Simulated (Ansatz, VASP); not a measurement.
# Sn2Sb: VASP beside Ansatz

File INCAR:

```
SYSTEM = Sn2Sb
ALGO = Fast
EDIFF = 1E-7
ENCUT = 520
GGA = PE
ISIF = 2
ISMEAR = 0
LASPH = .TRUE.
LCHARG = .FALSE.
LREAL = .FALSE.
LWAVE = .FALSE.
NBANDS = 24
NELM = 80
PREC = Accurate
SIGMA = 0.1
```

File KPOINTS:

```
k-points
0
G
  6 6 6
  0 0 0
```

POSCAR

```
Sn2Sb
1.0
    1.7674579377      1.0204423161      6.8433296059
   -1.7674579377      1.0204423161      6.8433296059
    0.0000000000     -2.0408846321      6.8433296059
Sn Sb
2 1
Direct
    0.7484000000      0.7484000000      0.7484000000
    0.5849000000      0.5849000000      0.5849000000
    0.0000000000      0.0000000000      0.0000000000
```

Input for Ansatz:

```yaml
crystal:
  lattice:
    - [1.7674579377, 1.0204423161, 6.8433296059]
    - [-1.7674579377, 1.0204423161, 6.8433296059]
    - [0.0, -2.0408846321, 6.8433296059]
  atoms:
    - { symbol: Sn, position: [0.7484, 0.7484, 0.7484] }
    - { symbol: Sn, position: [0.5849, 0.5849, 0.5849] }
    - { symbol: Sb, position: [0.0, 0.0, 0.0] }
basis:
  ecutwfc: 420
kpoints:
  mp_grid: { grid: [6, 6, 6] }
hamiltonian:
  xc: pbe
scf:
  occupations: { method: gaussian, width: 0.1 }
  lower_state_search: "off"
output:
  forces: true
  stress: true
  eigenvalues: true
```

Alike in both runs: task single point; functional PBE; k mesh 6 × 6 × 6; occupations gaussian, width 0.1 eV; no spin polarisation.

|  | VASP | Ansatz |
| --- | --- | --- |
| version | VASP 6.6.1 | Ansatz 0.2.0 |
| potentials or method | VASP PAW PBE potentials, release 64 (Sn_d, Sb), cutoff 520 eV | scalar-relativistic, plane waves, PAW |
| valence electrons in the cell | 33 | 43 |

Ansatz gave:

| Property | Result |
| --- | --- |
| gap on the k mesh at the Fermi level (eV) | none |
| rms of the force components (eV/Å) | 2.415 |

Q: Which values does VASP return?

A: gap on the k mesh at the Fermi level (eV): none; rms of the force components (eV/Å): 2.439.

Atom by atom the forces differ by 0.024 eV/Å (rms over components). A gap of «none» marks a metal or a gap that the smearing closes. The functional is the same, so the differences come from potentials, cutoffs and numerics. VASP's potentials hold 33 valence electrons a cell and Ansatz's 43, so a difference there can come from the potentials and not from the codes.

Spin-orbit coupling is off throughout.
